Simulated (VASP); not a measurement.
# Fe (P6/mmm) in VASP: notebook, part 2 of 2

VASP 6.6.1. The steps go on from the part before.

## (4) Single point, PBEsol, collinear spin, ferromagnetic start (12.67 Å³/atom)

This run uses another cell than the first one, of 12.67 Å³/atom.

INCAR

```
PREC = Accurate ; ENCUT = 520
EDIFF = 1E-7 ; ISMEAR = -1
SIGMA = 0.05 ; LREAL = F
LASPH = T ; NELM = 150
ALGO = Normal ; ISIF = 2
LWAVE = F ; LCHARG = F
ISPIN = 2 ; MAGMOM = 2.473 2.24 2.24
LORBIT = 11 ; LMAXMIX = 4
GGA = PS ; NBANDS = 23
```

KPOINTS

```
Automatic mesh
0
Gamma
  10 10 15
```

POSCAR

```
Fe
1.0
    4.2581818729      0.0000000000      0.0000000000
   -2.1290909364      3.6876936758      0.0000000000
    0.0000000000      0.0000000000      2.4205748565
Fe
3
Direct
    0.0000000000      0.0000000000      0.0000000000
    0.3333333333      0.6666666667      0.5000000000
    0.6666666667      0.3333333333      0.5000000000
```

Potentials or basis: VASP PAW PBE potentials, release 64 (Fe).

On the command line:

```sh
$ cat potpaw_PBE.64/Fe/POTCAR > POTCAR
$ mpirun -np 1 vasp_std > vasp.out
```

OUTCAR:

```text
PREC = Accurate
   ENCUT = 520
   EDIFF = 1E-7
   ISMEAR = -1
   LREAL = F
   LASPH = T
   NELM = 150
   ISIF = 2
   ISPIN = 2
   LORBIT = 11
   GGA = PS

 ion  position               nearest neighbor table
   1  0.000  0.000  0.000-   2 2.74   3 2.74   2 2.74   3 2.74   2 2.74   2 2.74   3 2.74   3 2.74
                             3 2.74   3 2.74   2 2.74   2 2.74
   2  0.333  0.667  0.500-   3 2.46   3 2.46   3 2.46   1 2.74   1 2.74   1 2.74   1 2.74   1 2.74
                             1 2.74
   3  0.667  0.333  0.500-   2 2.46   2 2.46   2 2.46   1 2.74   1 2.74   1 2.74   1 2.74   1 2.74
                             1 2.74

  LATTYP: Found a hexagonal cell.
 ALAT       =     4.2581818729
 C/A-ratio  =     0.5684526704

  Lattice vectors:

 A1 = (   4.2581818729,   0.0000000000,   0.0000000000)
 A2 = (  -2.1290909364,   3.6876936758,   0.0000000000)
 A3 = (   0.0000000000,   0.0000000000,   2.4205748565)

Analysis of symmetry for initial positions (statically):
=====================================================================
 Subroutine PRICEL returns:
 Original cell was already a primitive cell.

 Routine SETGRP: Setting up the symmetry group for a
 hexagonal supercell.

 Subroutine GETGRP returns: Found 24 space group operations
 (whereof 24 operations were pure point group operations)
 out of a pool of 24 trial point group operations.

The static configuration has the point symmetry D_6h.

Analysis of symmetry for dynamics (positions and initial velocities):
=====================================================================
 Subroutine PRICEL returns:
 Original cell was already a primitive cell.

 Routine SETGRP: Setting up the symmetry group for a
 hexagonal supercell.

 Subroutine GETGRP returns: Found 24 space group operations
 (whereof 24 operations were pure point group operations)
 out of a pool of 24 trial point group operations.

The dynamic configuration has the point symmetry D_6h.

Analysis of structural, dynamic, and magnetic symmetry:
=====================================================================
 Subroutine PRICEL returns:
[... 159 lines left out ...]
 E-fermi :   4.9469     XC(G=0): -12.6466

 val. band max:        4.9435001409   @ k =   0.2000   0.2000   0.4667
 cond. band min:       4.9491024101   @ k =   0.1000   0.0000   0.4000
 fundamental gap:      0.0056022693
 Fermi energy:         4.9468895423

 spin component 1

 k-point     1 :       0.0000    0.0000    0.0000
  band No.  band energies     occupation
      1      -3.3060      1.00000
      2       0.6370      1.00000
      3       1.6769      1.00000
      4       1.6769      1.00000
      5       1.6934      1.00000
      6       1.7951      1.00000
[... 613 lines left out ...]
     22      19.3942      0.00000
     23      21.1193      0.00000

 [... further k-points ...]

 spin component 2

 k-point     1 :       0.0000    0.0000    0.0000
  band No.  band energies     occupation
      1      -2.9696      1.00000
      2       2.3401      1.00000
      3       3.4127      1.00000
      4       3.4127      1.00000
      5       3.4272      1.00000
      6       3.4272      1.00000
[... 613 lines left out ...]
     22      20.1675      0.00000
     23      21.6319      0.00000

 [... further k-points ...]

------------------------ aborting loop because EDIFF is reached ----------------------------------------

  FORCE on cell =-STRESS in cart. coord.  units (eV):
  Direction    XX          YY          ZZ          XY          YZ          ZX
  --------------------------------------------------------------------------------------
  -------------------------------------------------------------------------------------
  Total       -3.4503661     -3.4503661     -3.5994964     -0.0000000      0.0000000     -0.0000000
  in kB     -145.4381027   -145.4381027   -151.7241670     -0.0000000      0.0000000     -0.0000000
  external PRESSURE =    -147.5334574 kB  Pullay stress =       0.0000000 kB

 VOLUME and BASIS-vectors are now :
 -----------------------------------------------------------------------------
  energy-cutoff  :      520.00
  volume of cell :       38.01
      direct lattice vectors                 reciprocal lattice vectors
     4.258181873  0.000000000  0.000000000     0.234842012  0.135586099  0.000000000
    -2.129090936  3.687693676  0.000000000     0.000000000  0.271172198  0.000000000
     0.000000000  0.000000000  2.420574857     0.000000000  0.000000000  0.413125005

 POSITION                                       TOTAL-FORCE (eV/Angst)
 -----------------------------------------------------------------------------------
      0.00000      0.00000      0.00000        -0.000000      0.000000      0.000000
     -0.00000      2.45846      1.21029         0.000000      0.000000     -0.000000
      2.12909      1.22923      1.21029         0.000000     -0.000000      0.000000
 -----------------------------------------------------------------------------------
    total drift:                               -0.000000      0.000000      0.000000

  FREE ENERGIE OF THE ION-ELECTRON SYSTEM (eV)
  ---------------------------------------------------
  free  energy   TOTEN  =       -25.8596573661 eV

  energy  without entropy=      -25.8329839078  energy(sigma->0) =      -25.84632064

 total charge

# of ion       s       p       d       tot
------------------------------------------
    1        0.443   0.455   6.143   7.041
    2        0.466   0.453   6.194   7.113
    3        0.466   0.453   6.194   7.113
--------------------------------------------------
tot          1.375   1.362  18.531  21.268

 magnetization (x)

# of ion       s       p       d       tot
------------------------------------------
    1       -0.011  -0.046   2.684   2.627
    2       -0.011  -0.027   2.623   2.586
    3       -0.011  -0.027   2.623   2.586
--------------------------------------------------
tot         -0.032  -0.099   7.930   7.798
```

OSZICAR:

```text
N       E                     dE             d eps       ncg     rms          rms(c)
DAV:   1     0.146233103015E+03    0.14623E+03   -0.10245E+04 10592   0.129E+03
DAV:   2    -0.229385927852E+02   -0.16917E+03   -0.15718E+03 10304   0.262E+02
DAV:   3    -0.293193063481E+02   -0.63807E+01   -0.59906E+01 12089   0.731E+01
[... 11 lines left out ...]
DAV:  15    -0.258596163632E+02   -0.49820E-04   -0.19836E-04 12186   0.242E-01    0.820E-02
DAV:  16    -0.258596476036E+02   -0.31240E-04   -0.20413E-05 12972   0.700E-02    0.388E-02
DAV:  17    -0.258596554081E+02   -0.78045E-05   -0.40341E-06 13170   0.289E-02    0.200E-02
DAV:  18    -0.258596572906E+02   -0.18825E-05   -0.12512E-06 13730   0.188E-02    0.925E-03
DAV:  19    -0.258596574040E+02   -0.11339E-06   -0.58388E-07 12174   0.952E-03    0.297E-03
DAV:  20    -0.258596573661E+02    0.37858E-07   -0.11533E-07  6546   0.668E-03
   1 F= -.25859657E+02 E0= -.25846321E+02  d E =-.266735E-01  mag=     7.8154
```

stdout:

```text
POSCAR found type information on POSCAR Fe
 POSCAR found :  1 types and       3 ions
 scaLAPACK will be used
 -----------------------------------------------------------------------------
|                                                                             |
|                                                                             |
|     You enforced a specific xc type in the INCAR file but a different       |
|     I HOPE YOU KNOW WHAT YOU ARE DOING!                                     |
|                                                                             |
 -----------------------------------------------------------------------------

 LDA part: xc-table for (Slater+PW92), standard interpolation
 POSCAR, INCAR and KPOINTS ok, starting setup
 FFT: planning ... GRIDC
 FFT: planning ... GRID_SOFT
 FFT: planning ... GRID
 WAVECAR not read
 entering main loop
```

Run time: 2.3 min. Hardware: 1 thread of AMD EPYC 9R45 (Zen 5), shared host; peak memory 0.23 GiB.

What came out:

```yaml
Free_energy: -25.8597 eV
Pressure: -14.8 GPa
Net_moment: 7.82 μB per cell
Site_moments: Fe +2.63, +2.59 (each value once) μB
Valence_electrons_inside_the_program's_atomic_spheres: Fe 7.04, 7.11 (each value once)
```

Stress tensor (GPa, compression positive):
```
-14.54   0.00   0.00
  0.00 -14.54   0.00
  0.00   0.00 -15.17
```

Caveat: the cell stands under tension; the PAW data sets were made with another functional, which shifts forces and pressure a little.

## (5) The runs side by side

| cell | gap on the mesh (eV) | pressure (GPa) | moment (μB) |
| --- | --- | --- | --- |
| a = 4.154, b = 4.154, c = 2.362 Å, angles 90.0, 90.0, 120.0°, 3 atoms | none | -6.1 | 7.30 |
| a = 4.207, b = 4.207, c = 2.391 Å, angles 90.0, 90.0, 120.0°, 3 atoms | none | -11.0 | 7.56 |
| a = 4.258, b = 4.258, c = 2.421 Å, angles 90.0, 90.0, 120.0°, 3 atoms | none | -14.8 | 7.82 |

Alike in all rows: task single point; level PBEsol; potentials or basis VASP PAW PBE potentials, release 64 (Fe); spin collinear, ferromagnetic start; k mesh 10 × 10 × 15; cutoff (eV) 520; smearing fermi-dirac 0.05 eV.

Caveats: the cell stands under tension; the PAW data sets were made with another functional, which shifts forces and pressure a little.

Absolute energies hang on the potentials; compare differences alone.
